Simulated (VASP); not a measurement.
A run of VASP 6.6.1:

INCAR

```
SYSTEM = Os
PREC = Accurate
ENCUT = 520
EDIFF = 1E-7
ISMEAR = 0
SIGMA = 0.1
LREAL = .False.
LASPH = .True.
NELM = 60
ALGO = Normal
ISIF = 2
LWAVE = .False.
LCHARG = .True.
GGA = PS
LELF = .True.
LVHAR = .True.
NBANDS = 10
```

The input KPOINTS:

```
regular mesh
0
Gamma
  18 18 18
  0 0 0
```

POSCAR

```
Os
1.0
    0.0000000000      1.8763609500      1.8763609500
    1.8763609500      0.0000000000      1.8763609500
    1.8763609500      1.8763609500      0.0000000000
Os
1
Direct
    0.0000000000      0.0000000000      0.0000000000
```

Potentials or basis: VASP PAW PBE potentials, release 64 (Os).

Launch:

```bash
$ cat potpaw_PBE.64/Os/POTCAR > POTCAR
$ mpirun -np 1 vasp_std > vasp.out
```

Hardware: 1 thread of AMD EPYC 7R13 Processor (Zen 3) (shared host).

Question: How long does it take, and how much memory?

Answer: It took 17 s on 1 thread of AMD EPYC 7R13 Processor (Zen 3), with other jobs on the host, peak memory 0.12 GiB. Counts: scf iterations 12, k points 195.
